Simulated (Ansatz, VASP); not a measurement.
# HfO2 in VASP and in Ansatz

```
Hf O
1.0
     0.00000    2.56268    2.56268
     2.56268    0.00000    2.56268
     2.56268    2.56268    0.00000
Hf O
1 2
Direct
  0.00000 0.00000 0.00000
  0.25000 0.25000 0.25000
  0.75000 0.75000 0.75000
```

Alike in both runs: functional r2SCAN; k mesh 10 × 10 × 10; occupations fermi-dirac, width 0.02 eV; no spin polarisation.

Ansatz relaxed the structure, and its values are those at the end. VASP's run is a single point on that final structure, the one shown.

|  | VASP | Ansatz |
| --- | --- | --- |
| version | VASP 6.6.1 | Ansatz 0.2.0 |
| potentials or method | VASP PAW PBE potentials, release 64 (Hf_pv, O), cutoff 520 eV | PAW plane waves |
| valence electrons in the cell | 22 | 38 |

|  | VASP | Ansatz | Ansatz less VASP |
| --- | --- | --- | --- |
| gap on the k mesh at the Fermi level (eV) | 4.20 | 4.19 | -0.002 |
| pressure (GPa) | -13.4 | -9.8 | +3.65 |

VASP's potentials were made for PBE, not for r2SCAN. VASP's potentials hold 22 valence electrons a cell and Ansatz's 38, so a difference there can come from the potentials and not from the codes. Ansatz's warnings: stress scf threshold loose.

Spin-orbit coupling is off throughout.
